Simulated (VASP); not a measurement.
Set up this calculation in VASP 6.6.1, as the native input.

* Task: density of states
* Functional: PBE
* Potentials or basis: VASP PAW PBE potentials, release 64 (Cd, I)
* Cutoff: 400 eV
* k mesh: 8 × 8 × 5
* Occupations: fermi-dirac, width 0.03 eV
* Spin: no spin polarisation
* Dipole correction: no
* k mesh for the DOS: 12 × 12 × 8
* Occupations for the DOS: tetrahedron
* Further INCAR settings: ALGO = Normal; EDIFF = 1e-06

Crystal: CdI2.

```
Cd I
1.0
     4.24400    0.00000    0.00000
    -2.12200    3.67541    0.00000
     0.00000    0.00000    6.85900
Cd I
1 2
Direct
  0.00000 0.00000 0.00000
  0.33333 0.66667 0.24920
  0.66667 0.33333 0.75080
```

One way to write it, as run:

POSCAR

```
CdI2
1.0
    4.2439992147      0.0000000000      0.0000000000
   -2.1219996073      3.6754111335      0.0000000000
    0.0000000000      0.0000000000      6.8590000000
Cd I
1 2
Direct
    0.0000000000      0.0000000000      0.0000000000
    0.3333333333      0.6666666667      0.2492000000
    0.6666666667      0.3333333333      0.7508000000
```

INCAR.step1

```
ALGO     = Normal         # electronic algorithm
EDIFF    = 1E-6           # SCF threshold, eV
ENCUT    = 400            # plane-wave cutoff, eV
GGA      = PE             # functional
GGA_COMPAT= False        
ISIF     = 2              # what is computed and relaxed
ISMEAR   = -1             # smearing method
LASPH    = True           # aspherical terms in the spheres
LCHARG   = True           # write CHGCAR
LORBIT   = 11             # projections on sites
LREAL    = False          # projectors in reciprocal space
LWAVE    = False          # write WAVECAR
NBANDS   = 20             # bands
NEDOS    = 2001           # points of the DOS
NELM     = 120            # most SCF steps
PREC     = Accurate       # precision mode
SIGMA    = 0.03           # smearing width, eV
```

KPOINTS.step1

```
k-points
0
Gamma
  8 8 5
```

INCAR.step2

```
ALGO     = Normal         # electronic algorithm
EDIFF    = 1E-6           # SCF threshold, eV
ENCUT    = 400            # plane-wave cutoff, eV
GGA      = PE             # functional
GGA_COMPAT= False        
ICHARG   = 11             # starting density
ISIF     = 2              # what is computed and relaxed
ISMEAR   = -5             # smearing method
LASPH    = True           # aspherical terms in the spheres
LCHARG   = False          # write CHGCAR
LORBIT   = 10             # projections on sites
LREAL    = False          # projectors in reciprocal space
LWAVE    = False          # write WAVECAR
NEDOS    = 2001           # points of the DOS
NELM     = 120            # most SCF steps
PREC     = Accurate       # precision mode
SIGMA    = 0.03           # smearing width, eV
```

KPOINTS.step2

```
k-points
0
Gamma
  12 12 8
```

Potentials or basis: VASP PAW PBE potentials, release 64 (Cd, I).

The run is started by

```sh
$ cat potpaw_PBE.64/Cd/POTCAR potpaw_PBE.64/I/POTCAR > POTCAR
$ cp INCAR.step1 INCAR
$ cp KPOINTS.step1 KPOINTS
$ mpirun -np 1 vasp_std > vasp.out
$ cp INCAR.step2 INCAR
$ cp KPOINTS.step2 KPOINTS
$ mpirun -np 1 vasp_std > vasp.out
```

It gave:

```json
{
 "Valence electrons inside the program's atomic spheres": "Cd 10.20; I 4.30"
}
```

Caveat: spin-orbit coupling is left out, which moves the levels of the heavy elements.

It used 220 s of CPU time on 1 thread of AMD EPYC 7R13 Processor (Zen 3), with other jobs on the host.
